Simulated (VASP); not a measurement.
# HfN (Fm-3m) in VASP: a series of runs

HfN is run at these levels: PBE; tasks: relaxation of cell and atoms, single point.

Everything below comes from runs of VASP 6.6.1. Logs are shortened: lines on timing, memory, paths and dates and some standing lists are left out, and cuts for length are marked.

**1. The cell of the first run**

Symmetry: Fm-3m, No. 225, cubic system. The conventional cell has a = 4.549 Å, b = 4.549 Å, c = 4.549 Å, α = 90.00°, β = 90.00°, γ = 90.00°. Within 3.0 Å of Hf (site symmetry m-3m) lie 6 N at 2.27 Å. Within 3.0 Å of N (site symmetry m-3m) lie 6 Hf at 2.27 Å.

**2. Relaxation of cell and atoms, PBE, target pressure 6 GPa, at which the enthalpy is minimised**

Contents of INCAR:

```
SYSTEM = HfN
PREC = Accurate
ENCUT = 600
EDIFF = 1E-7
ISMEAR = -1
SIGMA = 0.15
LREAL = .False.
LASPH = .True.
NELM = 120
ALGO = Normal
ISIF = 3
LWAVE = .False.
LCHARG = .False.
GGA = PE
IBRION = 2
NSW = 80
EDIFFG = -0.001
PSTRESS = 60.0
GGA_COMPAT = .False.
NELMIN = 4
```

Contents of KPOINTS:

```
regular mesh
0
Gamma
  16 16 16
  0 0 0
```

Contents of POSCAR:

```
HfN
1.0
    0.0000000000      2.2743602394      2.2743602394
    2.2743602394      0.0000000000      2.2743602394
    2.2743602394      2.2743602394      0.0000000000
Hf N
1 1
Direct
    0.0000000000      0.0000000000      0.0000000000
    0.5000000000      0.5000000000      0.5000000000
```

Potentials or basis: VASP PAW PBE potentials, release 64 (Hf_pv, N).

The run is started by

```sh
$ cat potpaw_PBE.64/Hf_pv/POTCAR potpaw_PBE.64/N/POTCAR > POTCAR
$ mpirun -np 1 vasp_std > vasp.out
```

OUTCAR:

```text
SYSTEM = HfN
   PREC = Accurate
   ENCUT = 600
   EDIFF = 1E-7
   ISMEAR = -1
   LREAL = .False.
   LASPH = .True.
   NELM = 120
   ISIF = 3
   GGA = PE
   IBRION = 2
   NSW = 80
   EDIFFG = -0.001
   PSTRESS = 60.0
   NELMIN = 4

 ion  position               nearest neighbor table
   1  0.000  0.000  0.000-   2 2.27   2 2.27   2 2.27   2 2.27   2 2.27   2 2.27
   2  0.500  0.500  0.500-   1 2.27   1 2.27   1 2.27   1 2.27   1 2.27   1 2.27

  LATTYP: Found a face centered cubic cell.
 ALAT       =     4.5487204788

  Lattice vectors:

 A1 = (   0.0000000000,   2.2743602394,   2.2743602394)
 A2 = (   2.2743602394,   0.0000000000,   2.2743602394)
 A3 = (   2.2743602394,   2.2743602394,   0.0000000000)

Analysis of symmetry for initial positions (statically):
=====================================================================
 Subroutine PRICEL returns:
 Original cell was already a primitive cell.

 Routine SETGRP: Setting up the symmetry group for a
 face centered cubic supercell.

 Subroutine GETGRP returns: Found 48 space group operations
[... 9 lines left out ...]

 Routine SETGRP: Setting up the symmetry group for a
 face centered cubic supercell.

 Subroutine GETGRP returns: Found 48 space group operations
[... 11 lines left out ...]
                                     Primitive cell

  volume of cell :      23.5292

  direct lattice vectors                    reciprocal lattice vectors
     0.000000000  2.274360239  2.274360239    -0.219842042  0.219842042  0.219842042
     2.274360239  0.000000000  2.274360239     0.219842042 -0.219842042  0.219842042
     2.274360239  2.274360239  0.000000000     0.219842042  0.219842042 -0.219842042

  length of vectors
     3.216431096  3.216431096  3.216431096     0.380777587  0.380777587  0.380777587

  position of ions in fractional coordinates (direct lattice)
     0.000000000  0.000000000  0.000000000
     0.500000000  0.500000000  0.500000000

  ion indices of the primitive-cell ions
   primitive index   ion index
                 1           1
                 2           2

----------------------------------------------------------------------------------------

 KPOINTS: regular mesh

Automatic generation of k-mesh.
 Grid dimensions read from file:
 generate k-points for:   16   16   16

 Generating k-lattice:

  Cartesian coordinates                     Fractional coordinates (reciprocal lattice)
[... 67 lines left out ...]
   ISYM   =      2    0-nonsym 1-usesym 2-fastsym
   POTIM  = 0.5000    time-step for ionic-motion
   TEBEG  =    0.0;   TEEND  =   0.0 temperature during run
   PSTRESS=   60.0 pullay stress
   NELECT =      15.0000    total number of electrons
   NUPDOWN=      -1.0000    fix difference up-down
   EMIN   =  10.00;   EMAX   =-10.00  energy-range for DOS
   EFERMI =   0.00;   METHOD = LEGACY
   ISMEAR =    -1;   SIGMA  =   0.15  broadening in eV -4-tet -1-fermi 0-gaus
   EFERMI_NEDOS =   21; number of points for ismear=-14 and -15
   IALGO  =     38    algorithm
   IMIX   =      4    mixing-type and parameters
     AMIX     =   0.40;   BMIX     =  1.00
     AMIX_MAG =   1.60;   BMIX_MAG =  1.00
  volume/ion in A,a.u.               =      11.76        79.39
  Fermi-wavevector in a.u.,A,eV,Ry     =   1.408973  2.662573 27.010352  1.985205
  Thomas-Fermi vector in A             =   2.531076
   LORBIT       =      0    0 simple, 1 ext, 2 COOP (PROOUT), +10 PAW based schemes
   GGA     = PE    functional components
   LHFCALC =     F    Hartree Fock is set to
   AEXX    =    0.0000 exact exchange contribution
   IVDW    =     0    specifies the selected vdW correction
   LEPSILON=     F    determine dielectric tensor
   LRPA    =     F    only Hartree local field effects (RPA)
 conjugate gradient relaxation of ions
 non-spin polarized calculation
  energy-cutoff  :      600.00
  volume of cell :       23.53
 maximum number of plane-waves:       817
 NGX is ok and might be reduce to    28
   NGX = 13   NGY = 13   NGZ = 13

--------------------------------------- Ionic step        1  -------------------------------------------

 number of electron      15.0000000 magnetization

 Free energy of the ion-electron system (eV)
  ---------------------------------------------------
  ext. energy  EPLUGINS =         0.00000000
  ---------------------------------------------------
  free energy    TOTEN  =       -21.78100373 eV

  energy without entropy =      -21.73645168  energy(sigma->0) =      -21.75872770

------------------------ aborting loop because EDIFF is reached ----------------------------------------

  FORCE on cell =-STRESS in cart. coord.  units (eV):
  Direction    XX          YY          ZZ          XY          YZ          ZX
  --------------------------------------------------------------------------------------
  -------------------------------------------------------------------------------------
  Total       -0.3575421     -0.3575421     -0.3575421      0.0000000      0.0000000      0.0000000
  in kB      -24.3461318    -24.3461318    -24.3461318      0.0000000      0.0000000      0.0000000
  external PRESSURE =     -84.3461318 kB  Pullay stress =      60.0000000 kB
[... 101 lines left out ...]
--------------------------------------- Ionic step        4  -------------------------------------------

 number of electron      15.0000002 magnetization

 Free energy of the ion-electron system (eV)
  ---------------------------------------------------
  ext. energy  EPLUGINS =         0.00000000
  ---------------------------------------------------
  free energy    TOTEN  =       -21.77366467 eV

  energy without entropy =      -21.73074291  energy(sigma->0) =      -21.75220379

 E-fermi :   8.4817     XC(G=0): -12.7859

 val. band max:        8.4786246316   @ k =  -0.1250   0.0625   0.0000
 cond. band min:       8.4836258283   @ k =   0.3750   0.1250   0.0000
 fundamental gap:      0.0050011967
 Fermi energy:         8.4817385300

 k-point     1 :       0.0000    0.0000    0.0000
  band No.  band energies     occupation
      1     -22.6338      2.00000
      2     -22.6338      2.00000
      3     -22.6338      2.00000
      4      -9.0961      2.00000
      5       5.4350      2.00000
      6       5.4350      2.00000
      7       5.4350      2.00000
      8       8.1250      1.83027
      9       8.1250      1.83027
     10       8.1250      1.83027
     11      10.3706      0.00001
[... 309 lines left out ...]
 k-point    24 :      -0.0625    0.0625    0.0000
  band No.  band energies     occupation
      1     -22.7339      2.00000
      2     -22.6588      2.00000
      3     -22.6357      2.00000
      4      -8.8555      2.00000
      5       4.4121      2.00000
      6       4.7630      2.00000
      7       5.0818      2.00000
      8       8.2899      1.56457
      9       8.3012      1.53839
     10       8.7474      0.29082
     11      10.5889      0.00000

 [... further k-points ...]
[... 5 lines left out ...]
  --------------------------------------------------------------------------------------
  -------------------------------------------------------------------------------------
  Total        0.8563828      0.8563828      0.8563828      0.0000000      0.0000000      0.0000000
  in kB       60.1199995     60.1199995     60.1199995      0.0000000      0.0000000      0.0000000
  external PRESSURE =       0.1199995 kB  Pullay stress =      60.0000000 kB
[... 21 lines left out ...]
  energy  without entropy=      -21.7307429111  energy(sigma->0) =      -21.75220379

  enthalpy is  TOTEN    =       -20.9189911911 eV   P V=        0.8546734752

 reached required accuracy - stopping structural energy minimisation
```

OSZICAR:

```text
N       E                     dE             d eps       ncg     rms          rms(c)
DAV:   1     0.424526371005E+02    0.42453E+02   -0.89028E+03  3190   0.143E+03
DAV:   2    -0.222104890676E+02   -0.64663E+02   -0.60930E+02  4128   0.280E+02
[... 34 lines left out ...]
DAV:   9    -0.217741713172E+02   -0.48760E-07   -0.51676E-08  2012   0.170E-03
   3 F= -.20918984E+02 E0= -.20897507E+02  d E =-.191273E-01
       N       E                     dE             d eps       ncg     rms          rms(c)
DAV:   1    -0.217736825665E+02    0.48870E-03   -0.51186E-04  3238   0.232E-01    0.756E-02
DAV:   2    -0.217736686182E+02    0.13948E-04   -0.23325E-05  3313   0.474E-02    0.347E-02
DAV:   3    -0.217736646233E+02    0.39949E-05   -0.89739E-06  3553   0.295E-02    0.215E-02
DAV:   4    -0.217736646664E+02   -0.43051E-07   -0.50619E-07  4055   0.750E-03
   4 F= -.20918991E+02 E0= -.20897530E+02  d E =-.191346E-01
```

CONTCAR:

```text
HfN
   1.00000000000000
     0.0000000000000000    2.2513508850932111    2.2513508850932111
     2.2513508850932111    0.0000000000000000    2.2513508850932111
     2.2513508850932111    2.2513508850932111    0.0000000000000000
  Hf              N
     1     1
Direct
     1.0000000000000000    0.0000000000000000    0.0000000000000000
     0.5000000000000000    0.5000000000000000    0.5000000000000000

  0.00000000E+00  0.00000000E+00  0.00000000E+00
  0.00000000E+00  0.00000000E+00  0.00000000E+00
```

Wall time 4.1 min (1 thread of Intel Xeon 8259CL, shared host); peak memory 0.21 GiB.

What came out:

* Free energy: -21.7737 eV
* Relaxed volume: 11.41 Å³/atom
* Relaxed cell: a = 3.184 Å, b = 3.184 Å, c = 3.184 Å, α = 60.00°, β = 60.00°, γ = 60.00°
* Space group after relaxing (to 0.05 Å): Fm-3m (No. 225)
* Energy change on relaxing (the enthalpy is what falls): +3.7 meV/atom
* Ionic steps: 4
* Pressure after relaxing: 6.0 GPa

Step by step:
| step | energy change (eV) | largest force (eV/Å) | pressure (GPa) | volume (Å³) |
| --- | --- | --- | --- | --- |
| 1 | 0.0000 | 0.0000 | -2.43 | 23.53 |
| 2 | 0.1381 | 0.0000 | 26.34 | 21.48 |
| 3 | 0.0068 | 0.0000 | 5.83 | 22.84 |
| 4 | 0.0073 | 0.0000 | 6.01 | 22.82 |

Final structure:
```xyz
2
Lattice="0.0000 2.2514 2.2514 2.2514 0.0000 2.2514 2.2514 2.2514 0.0000" Properties=species:S:1:pos:R:3 pbc="T T T"
Hf    0.0000    2.2514    2.2514
N     2.2514    2.2514    2.2514
```

Caveat: the cell is relaxed towards a set pressure, so the enthalpy falls and the energy may rise; spin-orbit coupling is left out, which moves the levels of the heavy elements.

**3. Single point, PBE**

This run uses another cell than the first one, of 11.39 Å³/atom, 0.968 times its volume.

Contents of INCAR:

```
SYSTEM = HfN
PREC = Accurate
ENCUT = 600
EDIFF = 1E-6
ISMEAR = -1
SIGMA = 0.15
LREAL = .FALSE.
LASPH = .TRUE.
NELM = 120
ALGO = Normal
ISIF = 2
LWAVE = .FALSE.
LCHARG = .TRUE.
GGA = PE
LELF = .TRUE.
LVHAR = .TRUE.
NBANDS = 14
GGA_COMPAT = .FALSE.
```

Contents of KPOINTS:

```
regular mesh
0
G
  16 16 16
  0 0 0
```

Contents of POSCAR:

```
HfN
1.0
    0.0000000000      2.2502074237      2.2502074237
    2.2502074237      0.0000000000      2.2502074237
    2.2502074237      2.2502074237      0.0000000000
Hf N
1 1
Direct
    0.0000000000      0.0000000000      0.0000000000
    0.5000000000      0.5000000000      0.5000000000
```

Potentials or basis: VASP PAW PBE potentials, release 64 (Hf_pv, N).

The run is started by

```sh
$ cat potpaw_PBE.64/Hf_pv/POTCAR potpaw_PBE.64/N/POTCAR > POTCAR
$ mpirun -np 1 vasp_std > vasp.out
```

OUTCAR:

```text
SYSTEM = HfN
   PREC = Accurate
   ENCUT = 600
   EDIFF = 1E-6
   ISMEAR = -1
   LREAL = .FALSE.
   LASPH = .TRUE.
   NELM = 120
   ISIF = 2
   GGA = PE

 ion  position               nearest neighbor table
   1  0.000  0.000  0.000-   2 2.25   2 2.25   2 2.25   2 2.25   2 2.25   2 2.25
   2  0.500  0.500  0.500-   1 2.25   1 2.25   1 2.25   1 2.25   1 2.25   1 2.25

  LATTYP: Found a face centered cubic cell.
 ALAT       =     4.5004148474

  Lattice vectors:

 A1 = (   0.0000000000,   2.2502074237,   2.2502074237)
 A2 = (   2.2502074237,   0.0000000000,   2.2502074237)
 A3 = (   2.2502074237,   2.2502074237,   0.0000000000)

Analysis of symmetry for initial positions (statically):
=====================================================================
 Subroutine PRICEL returns:
 Original cell was already a primitive cell.

 Routine SETGRP: Setting up the symmetry group for a
 face centered cubic supercell.

 Subroutine GETGRP returns: Found 48 space group operations
[... 9 lines left out ...]

 Routine SETGRP: Setting up the symmetry group for a
 face centered cubic supercell.

 Subroutine GETGRP returns: Found 48 space group operations
[... 156 lines left out ...]
 Fermi energy:         8.4955363616

 k-point     1 :       0.0000    0.0000    0.0000
  band No.  band energies     occupation
      1     -22.6140      2.00000
      2     -22.6140      2.00000
      3     -22.6140      2.00000
      4      -9.0915      2.00000
      5       5.4468      2.00000
      6       5.4468      2.00000
      7       5.4468      2.00000
      8       8.1379      1.83125
      9       8.1379      1.83125
     10       8.1379      1.83125
     11      10.3989      0.00001
     12      10.4886      0.00000
     13      10.4886      0.00000
     14      18.0829      0.00000
[... 377 lines left out ...]
      1     -22.7147      2.00000
      2     -22.6391      2.00000
      3     -22.6159      2.00000
      4      -8.8500      2.00000
      5       4.4232      2.00000
      6       4.7735      2.00000
      7       5.0931      2.00000
      8       8.3031      1.56579
      9       8.3143      1.53987
     10       8.7617      0.29000
     11      10.6109      0.00000
     12      11.4175      0.00000
     13      11.5396      0.00000
     14      18.8908      0.00000

 [... further k-points ...]
[... 5 lines left out ...]
  --------------------------------------------------------------------------------------
  -------------------------------------------------------------------------------------
  Total        0.9202315      0.9202315      0.9202315      0.0000000      0.0000000      0.0000000
  in kB       64.7008587     64.7008587     64.7008587      0.0000000      0.0000000      0.0000000
  external PRESSURE =      64.7008587 kB  Pullay stress =       0.0000000 kB

 VOLUME and BASIS-vectors are now :
 -----------------------------------------------------------------------------
  energy-cutoff  :      600.00
  volume of cell :       22.79
      direct lattice vectors                 reciprocal lattice vectors
     0.000000000  2.250207424  2.250207424    -0.222201738  0.222201738  0.222201738
     2.250207424  0.000000000  2.250207424     0.222201738 -0.222201738  0.222201738
     2.250207424  2.250207424  0.000000000     0.222201738  0.222201738 -0.222201738

 POSITION                                       TOTAL-FORCE (eV/Angst)
 -----------------------------------------------------------------------------------
      0.00000      0.00000      0.00000        -0.000000     -0.000000     -0.000000
      2.25021      2.25021      2.25021         0.000000      0.000000      0.000000
 -----------------------------------------------------------------------------------
    total drift:                                0.000000      0.000000      0.000000

  FREE ENERGIE OF THE ION-ELECTRON SYSTEM (eV)
  ---------------------------------------------------
  free  energy   TOTEN  =       -21.7712360334 eV

  energy  without entropy=      -21.7283934498  energy(sigma->0) =      -21.74981474
```

OSZICAR:

```text
N       E                     dE             d eps       ncg     rms          rms(c)
DAV:   1     0.440508946124E+02    0.44051E+02   -0.85161E+03  4068   0.113E+03
DAV:   2    -0.225056050919E+02   -0.66556E+02   -0.62188E+02  5342   0.262E+02
DAV:   3    -0.247654793902E+02   -0.22599E+01   -0.22499E+01  4750   0.402E+01
DAV:   4    -0.247737093492E+02   -0.82300E-02   -0.82282E-02  4810   0.279E+00
DAV:   5    -0.247737639569E+02   -0.54608E-04   -0.54607E-04  4768   0.202E-01    0.502E+01
DAV:   6    -0.218669849334E+02    0.29068E+01   -0.81629E+00  4738   0.230E+01    0.422E+01
DAV:   7    -0.217970524984E+02    0.69932E-01   -0.48163E-01  5092   0.619E+00    0.268E+01
DAV:   8    -0.217772972764E+02    0.19755E-01   -0.10313E-01  4774   0.289E+00    0.641E+00
DAV:   9    -0.217713757091E+02    0.59216E-02   -0.16438E-02  4558   0.108E+00    0.202E+00
DAV:  10    -0.217712655316E+02    0.11018E-03   -0.11412E-03  5276   0.329E-01    0.399E-01
DAV:  11    -0.217712385939E+02    0.26938E-04   -0.72947E-05  4732   0.863E-02    0.110E-01
DAV:  12    -0.217712364190E+02    0.21749E-05   -0.71879E-06  5432   0.230E-02    0.226E-02
DAV:  13    -0.217712360334E+02    0.38552E-06   -0.24092E-07  2858   0.514E-03
   1 F= -.21771236E+02 E0= -.21749815E+02  d E =-.428426E-01
```

It took 54 s on 1 thread of Intel Xeon Platinum 8375C at 2.90GHz (Ice Lake), shared host; peak memory 0.2 GiB.

Results:

| Item | Value |
| --- | --- |
| Free energy | -21.7712 eV |
| Pressure | 6.5 GPa |

Caveat: spin-orbit coupling is left out, which moves the levels of the heavy elements.

(Part 1 of 2 ends here.)
